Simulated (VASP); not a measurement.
# Ag (I4/mmm) in VASP: notebook, part 2 of 2

VASP 6.6.1.

## Step 3: Single point, PBEsol (strain +0.080 along x and y, +0.000 along z)

INCAR

```
SYSTEM = Ag
PREC     = Accurate       ! precision mode
ENCUT    = 520            ! plane-wave cutoff, eV
EDIFF    = 1E-6           ! SCF threshold, eV
ISMEAR   = 0              ! smearing method
SIGMA    = 0.15           ! smearing width, eV
LREAL    = .FALSE.        ! projectors in reciprocal space
LASPH    = .TRUE.         ! aspherical terms in the spheres
NELM     = 80             ! most SCF steps
ALGO     = Fast           ! electronic algorithm
ISIF     = 2              ! what is computed and relaxed
LWAVE    = .FALSE.        ! write WAVECAR
LCHARG   = .FALSE.        ! write CHGCAR
GGA      = PS             ! functional
NBANDS   = 12             ! bands
```

KPOINTS

```
Automatic mesh
0
G
  20 20 20
  0 0 0
```

POSCAR

```
Ag
1.0
    0.0000000000      2.2065480000      2.0431000000
    2.2065480000      0.0000000000      2.0431000000
    2.2065480000      2.2065480000      0.0000000000
Ag
1
Direct
    0.0000000000      0.0000000000      0.0000000000
```

Potentials or basis: VASP PAW PBE potentials, release 64 (Ag).

Run with:

```console
cat potpaw_PBE.64/Ag/POTCAR > POTCAR
mpirun -np 1 vasp_std > vasp.out
```

OUTCAR:

```text
SYSTEM = Ag
   PREC = Accurate
   ENCUT = 520
   EDIFF = 1E-6
   ISMEAR = 0
   LREAL = .FALSE.
   LASPH = .TRUE.
   NELM = 80
   ISIF = 2
   GGA = PS

 ion  position               nearest neighbor table
   1  0.000  0.000  0.000-

  LATTYP: Found a body centered tetragonal cell.
 ALAT       =     3.1205301076
 C/A-ratio  =     1.3094570022

  Lattice vectors:

 A1 = (   0.0000000000,  -2.2065480000,  -2.0431000000)
 A2 = (   0.0000000000,   2.2065480000,  -2.0431000000)
 A3 = (   2.2065480000,   0.0000000000,   2.0431000000)

Analysis of symmetry for initial positions (statically):
=====================================================================
 Subroutine PRICEL returns:
 Original cell was already a primitive cell.

 Routine SETGRP: Setting up the symmetry group for a
 body centered tetragonal supercell.

 Subroutine GETGRP returns: Found 16 space group operations
 (whereof 16 operations were pure point group operations)
 out of a pool of 16 trial point group operations.

The static configuration has the point symmetry D_4h.

Analysis of symmetry for dynamics (positions and initial velocities):
=====================================================================
 Subroutine PRICEL returns:
 Original cell was already a primitive cell.

 Routine SETGRP: Setting up the symmetry group for a
 body centered tetragonal supercell.

 Subroutine GETGRP returns: Found 16 space group operations
 (whereof 16 operations were pure point group operations)
 out of a pool of 16 trial point group operations.

The dynamic configuration has the point symmetry D_4h.

 Subroutine INISYM returns: Found 16 space group operations
 (whereof 16 operations are pure point group operations),
 and found     1 'primitive' translations

----------------------------------------------------------------------------------------

                                     Primitive cell

  volume of cell :      19.8951

  direct lattice vectors                    reciprocal lattice vectors
     0.000000000  2.206548000  2.043100000    -0.226598288  0.226598288  0.244726151
     2.206548000  0.000000000  2.043100000     0.226598288 -0.226598288  0.244726151
     2.206548000  2.206548000  0.000000000     0.226598288  0.226598288 -0.244726151

  length of vectors
     3.007176697  3.007176697  3.120530108     0.403217631  0.403217631  0.403217631

  position of ions in fractional coordinates (direct lattice)
     0.000000000  0.000000000  0.000000000

  ion indices of the primitive-cell ions
   primitive index   ion index
                 1           1

----------------------------------------------------------------------------------------

 KPOINTS: Automatic mesh

Automatic generation of k-mesh.
 Grid dimensions read from file:
 generate k-points for:   20   20   20

 Generating k-lattice:

  Cartesian coordinates                     Fractional coordinates (reciprocal lattice)
    -0.011329914  0.011329914  0.012236308     0.050000000  0.000000000  0.000000000
     0.011329914 -0.011329914  0.012236308     0.000000000  0.050000000  0.000000000
     0.011329914  0.011329914 -0.012236308     0.000000000  0.000000000  0.050000000

  Length of vectors
     0.020160882  0.020160882  0.020160882

  Shift w.r.t. Gamma in fractional coordinates (k-lattice)
     0.000000000  0.000000000  0.000000000

 Subroutine IBZKPT returns following result:
 ===========================================

 Found    641 irreducible k-points:

 Following reciprocal coordinates:
            Coordinates               Weight
  0.000000  0.000000  0.000000      1.000000
  0.050000  0.000000  0.000000      8.000000
  0.100000  0.000000  0.000000      8.000000
  0.150000  0.000000  0.000000      8.000000
  0.200000  0.000000  0.000000      8.000000
  0.250000  0.000000  0.000000      8.000000
[... 16 lines left out ...]
 -0.400000  0.050000  0.000000      8.000000
 -0.350000  0.050000  0.000000      8.000000
 [... further k-points ...]
   k-points           NKPTS =    641   k-points in BZ     NKDIM =    641   number of bands    NBANDS=     12
   number of dos      NEDOS =    301   number of ions     NIONS =      1
   total plane-waves  NPLWV =  13824
   dimension x,y,z NGX =    24 NGY =   24 NGZ =   24
   dimension x,y,z NGXF=    48 NGYF=   48 NGZF=   48
   ions per type =               1
   NGX,Y,Z   is equivalent  to a cutoff of  13.27, 13.27, 12.79 a.u.
   NGXF,Y,Z  is equivalent  to a cutoff of  26.54, 26.54, 25.57 a.u.
 SYSTEM =  Ag
   PREC   = accura    normal or accurate (medium, high low for compatibility)
   ISTART =      0    job   : 0-new  1-cont  2-samecut
   ICHARG =      2    charge: 1-file 2-atom 10-const
   ISPIN  =      1    spin polarized calculation?
   LNONCOLLINEAR =      F non collinear calculations
   LSORBIT =      F    spin-orbit coupling
   LASPH  =      T    aspherical Exc in radial PAW
   ENCUT  =  520.0 eV  38.22 Ry    6.18 a.u.   5.59  5.59  5.80*2*pi/ulx,y,z
   NELM   =     80;   NELMIN=  2; NELMDL= -5     # of ELM steps
   EDIFF  = 0.1E-05   stopping-criterion for ELM
   LREAL  =      F    real-space projection
   EDIFFG = 0.1E-04   stopping-criterion for IOM
   NSW    =      0    number of steps for IOM
   IBRION =     -1    ionic relax: 0-MD 1-quasi-New 2-CG
   NFREE  =      0    steps in history (QN), initial steepest desc. (CG)
   ISIF   =      2    stress and relaxation
   ISYM   =      2    0-nonsym 1-usesym 2-fastsym
   POTIM  = 0.5000    time-step for ionic-motion
   TEBEG  =    0.0;   TEEND  =   0.0 temperature during run
   PSTRESS=    0.0 pullay stress
   NELECT =      11.0000    total number of electrons
   NUPDOWN=      -1.0000    fix difference up-down
   EMIN   =  10.00;   EMAX   =-10.00  energy-range for DOS
   EFERMI =   0.00;   METHOD = LEGACY
   ISMEAR =     0;   SIGMA  =   0.15  broadening in eV -4-tet -1-fermi 0-gaus
   EFERMI_NEDOS =   21; number of points for ismear=-14 and -15
   IALGO  =     68    algorithm
   IMIX   =      4    mixing-type and parameters
     AMIX     =   0.40;   BMIX     =  1.00
     AMIX_MAG =   1.60;   BMIX_MAG =  1.00
  volume/ion in A,a.u.               =      19.90       134.26
  Fermi-wavevector in a.u.,A,eV,Ry     =   1.343663  2.539154 24.564360  1.805429
  Thomas-Fermi vector in A             =   2.471719
   LORBIT       =      0    0 simple, 1 ext, 2 COOP (PROOUT), +10 PAW based schemes
   GGA     = PS    functional components
   LHFCALC =     F    Hartree Fock is set to
   AEXX    =    0.0000 exact exchange contribution
   IVDW    =     0    specifies the selected vdW correction
   LEPSILON=     F    determine dielectric tensor
   LRPA    =     F    only Hartree local field effects (RPA)
 non-spin polarized calculation
 RMM-DIIS sequential band-by-band and
 Gauss-broadening in eV      SIGMA  =   0.15
  energy-cutoff  :      520.00
  volume of cell :       19.90
 maximum number of plane-waves:       550
   NGX = 11   NGY = 11   NGZ = 11

 number of electron      10.9999997 magnetization

 Free energy of the ion-electron system (eV)
  ---------------------------------------------------
  ext. energy  EPLUGINS =         0.00000000
  ---------------------------------------------------
  free energy    TOTEN  =        -3.15044279 eV

  energy without entropy =       -3.14729375  energy(sigma->0) =       -3.14886827

 E-fermi :   6.2661     XC(G=0): -11.5146

 val. band max:        6.2438980789   @ k =   0.5000   0.3000   0.1500
 cond. band min:       6.2776686250   @ k =  -0.2500   0.2500   0.2000
 fundamental gap:      0.0337705461
 Fermi energy:         6.2660660945

 k-point     1 :       0.0000    0.0000    0.0000
  band No.  band energies     occupation
      1      -0.4917      2.00000
      2       1.8901      2.00000
      3       1.8901      2.00000
      4       2.2435      2.00000
      5       2.5935      2.00000
      6       2.9552      2.00000
      7      21.9225      0.00000
      8      24.3384      0.00000
      9      24.3384      0.00000
     10      24.9183      0.00000
     11      28.9121      0.00000
     12      28.9894      0.00000
[... 331 lines left out ...]
 k-point    24 :      -0.3500    0.0500    0.0000
  band No.  band energies     occupation
      1       0.8720      2.00000
      2       1.9087      2.00000
      3       2.2132      2.00000
      4       3.0633      2.00000
      5       3.1695      2.00000
      6       4.1457      2.00000
      7      12.3471      0.00000
      8      21.3139      0.00000
      9      22.6991      0.00000
     10      22.7584      0.00000
     11      26.2891      0.00000
     12      27.1329      0.00000

 [... further k-points ...]
[... 5 lines left out ...]
  --------------------------------------------------------------------------------------
  -------------------------------------------------------------------------------------
  Total       -1.6107158     -1.6107158     -1.4600008      0.0000000     -0.0000000      0.0000000
  in kB     -129.7128854   -129.7128854   -117.5756234      0.0000000     -0.0000000      0.0000000
  external PRESSURE =    -125.6671314 kB  Pullay stress =       0.0000000 kB

 VOLUME and BASIS-vectors are now :
 -----------------------------------------------------------------------------
  energy-cutoff  :      520.00
  volume of cell :       19.90
      direct lattice vectors                 reciprocal lattice vectors
     0.000000000  2.206548000  2.043100000    -0.226598288  0.226598288  0.244726151
     2.206548000  0.000000000  2.043100000     0.226598288 -0.226598288  0.244726151
     2.206548000  2.206548000  0.000000000     0.226598288  0.226598288 -0.244726151

 POSITION                                       TOTAL-FORCE (eV/Angst)
 -----------------------------------------------------------------------------------
      0.00000      0.00000      0.00000         0.000000      0.000000      0.000000
 -----------------------------------------------------------------------------------
    total drift:                               -0.000000      0.000000     -0.000000

  FREE ENERGIE OF THE ION-ELECTRON SYSTEM (eV)
  ---------------------------------------------------
  free  energy   TOTEN  =        -3.1504427934 eV

  energy  without entropy=       -3.1472937501  energy(sigma->0) =       -3.14886827
```

Run time: 52 s. Hardware: 1 thread of AMD EPYC 9R45 (Zen 5), shared host; peak memory 0.23 GiB.

Results:

```
Free energy : -3.1504 eV
Pressure    : -12.6 GPa
```

Stress tensor (GPa, compression positive):
```
-12.97   0.00   0.00
  0.00 -12.97   0.00
  0.00   0.00 -11.76
```

Levels at points of the mesh, in eV from the Fermi level:
| k point | band 3 | band 4 | band 5 | band 6 | band 7 | band 8 | band 9 | band 10 |
| --- | --- | --- | --- | --- | --- | --- | --- | --- |
| (0.00, 0.00, 0.00) | -4.38 | -4.02 | -3.67 | -3.31 | 15.66 | 18.07 | 18.07 | 18.65 |
| (0.50, 0.00, 0.00) | -4.09 | -2.96 | -2.78 | -0.04 | 2.83 | 14.44 | 15.40 | 17.57 |
| (0.50, 0.50, 0.00) | -2.89 | -2.69 | -2.69 | 2.52 | 6.78 | 9.01 | 9.01 | 14.44 |
| (0.50, 0.00, 0.50) | -2.91 | -2.85 | -2.60 | 1.32 | 5.05 | 10.31 | 10.33 | 15.85 |

Caveat: the cell differs from its parent crystal (strain +0.080 along x and y, +0.000 along z); the PAW data sets were made with another functional, which shifts forces and pressure a little.

## Step 4: Single point, PBEsol (strain -0.080 along x and y, +0.040 along z)

INCAR

```
PREC = Accurate
ENCUT = 520
EDIFF = 1E-7
ISMEAR = 0
SIGMA = 0.15
LREAL = False
LASPH = True
NELM = 100
ALGO = Fast
ISIF = 2
LWAVE = False
LCHARG = False
GGA = PS
NBANDS = 12
```

KPOINTS

```
regular mesh
0
Gamma
  20 20 20
```

POSCAR

```
Ag
1.0
    0.0000000000      1.8796520000      2.1248240000
    1.8796520000      0.0000000000      2.1248240000
    1.8796520000      1.8796520000      0.0000000000
Ag
1
Direct
    0.0000000000      0.0000000000      0.0000000000
```

Run with:

```console
cat potpaw_PBE.64/Ag/POTCAR > POTCAR
mpirun -np 1 vasp_std > vasp.out
```

It took 57 s on 1 thread of AMD EPYC 9R45 (Zen 5), shared host; peak memory 0.19 GiB.

The run converged. Its results:

* Free energy: -3.2022 eV
* Pressure: 17.1 GPa

Stress tensor (GPa, compression positive):
```
20.58  0.00  0.00
 0.00 20.58  0.00
 0.00  0.00 10.19
```

Levels at points of the mesh, in eV from the Fermi level:
```tsv
k point	band 3	band 4	band 5	band 6	band 7	band 8	band 9	band 10
(0.00, 0.00, 0.00)	-4.97	-4.97	-4.64	-3.56	16.37	18.94	21.25	21.25
(0.50, 0.00, 0.00)	-4.94	-3.23	-2.89	-0.85	4.37	14.56	18.68	20.61
(0.50, 0.50, 0.00)	-3.01	-2.86	-2.86	-0.05	5.63	12.81	12.81	20.21
(0.50, 0.00, 0.50)	-3.20	-3.18	-2.37	2.19	8.84	10.39	10.72	18.06
```

Caveat: the cell differs from its parent crystal (strain -0.080 along x and y, +0.040 along z); the PAW data sets were made with another functional, which shifts forces and pressure a little.

## Step 5: Overview

```tsv
cell	further INCAR settings	gap on the mesh (eV)	pressure (GPa)
a = 2.952, b = 2.952, c = 3.121 Å, angles 58.1, 58.1, 63.8°, 1 atom	ALGO = Fast; EDIFF = 1e-07; NBANDS = 12	none	-10.8
a = 3.007, b = 3.007, c = 3.121 Å, angles 58.7, 58.7, 62.5°, 1 atom	ALGO = Fast; EDIFF = 1e-06; NBANDS = 12	none	-12.6
a = 2.837, b = 2.837, c = 2.658 Å, angles 62.1, 62.1, 55.9°, 1 atom	ALGO = Fast; EDIFF = 1e-07; NBANDS = 12	none	17.1
```

Alike in all rows: task single point; level PBEsol; potentials or basis VASP PAW PBE potentials, release 64 (Ag); no spin polarisation; k mesh 20 × 20 × 20; cutoff (eV) 520; smearing gaussian 0.15 eV.

Caveats: the PAW data sets were made with another functional, which shifts forces and pressure a little.

Absolute energies hang on the potentials; compare differences alone.
